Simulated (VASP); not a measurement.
Crystal: CdS.

```
CELL_PARAMETERS angstrom
0.00000 2.75324 2.75324
2.75324 0.00000 2.75324
2.75324 2.75324 0.00000
ATOMIC_POSITIONS crystal
Cd 0.00000 0.00000 0.00000
S 0.50000 0.50000 0.50000
```

```yaml
Program: VASP 6.6.1
Task: relaxation of cell and atoms
Functional: PBEsol-based screened hybrid with 25 % exact exchange
Potentials_or_basis: VASP PAW PBE potentials, release 64 (Cd, S)
Cutoff: 600 eV
k_mesh: 4 × 4 × 4
Occupations: fermi-dirac, width 0.05 eV
Spin: no spin polarisation
```

At the start: pressure -4.3 GPa; volume 20.87 Å³/atom.

Problem. Where does the relaxation end?

Solution. Over 3 steps the energy falls by 15.3 meV/atom and the volume is 19.78 Å³/atom (-5.2 %); space group Fm-3m (No. 225, to 0.1 Å) before and after.

The path:
```csv
step,energy change (eV),largest force (eV/Å),pressure (GPa),volume (Å³)
1,0.0000,0.0000,-4.26,41.74
2,-0.0220,0.0000,2.62,38.48
3,-0.0305,0.0000,-0.01,39.56
```

Final structure:
```
CELL_PARAMETERS angstrom
0.00000 2.70433 2.70433
2.70433 0.00000 2.70433
2.70433 2.70433 0.00000
ATOMIC_POSITIONS crystal
Cd 0.00000 0.00000 0.00000
S 0.50000 0.50000 0.50000
```

Caveat: the k points lie up to 0.50 Å⁻¹ apart in the final cell; the PAW data sets were made with another functional, which shifts forces and pressure a little.
